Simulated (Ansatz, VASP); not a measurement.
# Nb2MoN3: VASP beside Ansatz

```
Nb Mo N
1.0
     2.93910    0.00000    0.00000
    -1.46955    2.54534    0.00000
     0.00000    0.00000    8.57493
Nb Mo N
2 1 3
Direct
  0.00000 0.00000 0.66862
  0.00000 0.00000 0.33138
  0.00000 0.00000 0.00000
  0.33333 0.66667 0.83751
  0.33333 0.66667 0.16249
  0.33333 0.66667 0.50000
```

Alike in both runs: functional PBE; k mesh 12 × 12 × 4; occupations gaussian, width 0.1 eV; no spin polarisation.

Ansatz relaxed the structure, and its values are those at the end. VASP's run is a single point on that final structure, the one shown.

|  | VASP | Ansatz |
| --- | --- | --- |
| version | VASP 6.6.1 | Ansatz 0.2.0 |
| potentials or method | VASP PAW PBE potentials, release 64 (Nb_sv, Mo_sv, N), cutoff 600 eV | scalar-relativistic, plane waves, PAW |
| valence electrons in the cell | 55 | 55 |

```csv
,VASP,Ansatz,Ansatz less VASP
gap on the k mesh at the Fermi level (eV),none,none,-
pressure (GPa),-0.4,0.0,+0.34
rms of the force components (eV/Å),0.013,0.000,-0.0128
```

A gap of «none» marks a metal or a gap that the smearing closes.
